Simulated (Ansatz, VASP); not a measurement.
## One calculation of TiN, two programs

The input INCAR:

```
SYSTEM = TiN
ALGO = Normal ; EDIFF = 1E-6
ENCUT = 600 ; GGA = PS
GGA_COMPAT = .FALSE. ; ISIF = 2
ISMEAR = 0 ; LASPH = .TRUE.
LCHARG = .FALSE. ; LREAL = .FALSE.
LWAVE = .FALSE. ; NBANDS = 16
NELM = 120 ; PREC = Accurate
SIGMA = 0.1
```

File KPOINTS:

```
k-points
0
G
  18 18 18
  0 0 0
```

POSCAR

```
TiN
1.0
    0.0000000000      2.1698180864      2.1698180864
    2.1698180864      0.0000000000      2.1698180864
    2.1698180864      2.1698180864      0.0000000000
Ti N
1 1
Direct
    0.0000000000      0.0000000000      0.0000000000
    0.5000000000      0.5000000000      0.5000000000
```

Input for Ansatz:

```yaml
crystal:
  lattice:
    - [0.0, 2.1698180864, 2.1698180864]
    - [2.1698180864, 0.0, 2.1698180864]
    - [2.1698180864, 2.1698180864, 0.0]
  atoms:
    - { symbol: Ti, position: [0.0, 0.0, 0.0] }
    - { symbol: "N", position: [0.5, 0.5, 0.5] }
basis:
  ecutwfc: 420
kpoints:
  mp_grid: { grid: [18, 18, 18] }
hamiltonian:
  xc: pbesol
scf:
  occupations: { method: gaussian, width: 0.1 }
output:
  forces: true
  stress: true
  eigenvalues: true
```

Alike in both runs: task single point; functional PBEsol; k mesh 18 × 18 × 18; occupations gaussian, width 0.1 eV; no spin polarisation.

```csv
,VASP,Ansatz
version,VASP 6.6.1,Ansatz 0.2.0
potentials or method,"VASP PAW PBE potentials, release 64 (Ti_sv, N), cutoff 600 eV","scalar-relativistic, plane waves, PAW"
valence electrons in the cell,17,17
```

Ansatz gave:

```
gap on the k mesh at the Fermi level (eV) : none
pressure (GPa)                            : -23.3
```

Question: What did VASP give for the same quantities?

Answer: gap on the k mesh at the Fermi level (eV): none; pressure (GPa): -23.0.

VASP's potentials were made for PBE, not for PBEsol. A gap of «none» marks a metal or a gap that the smearing closes.
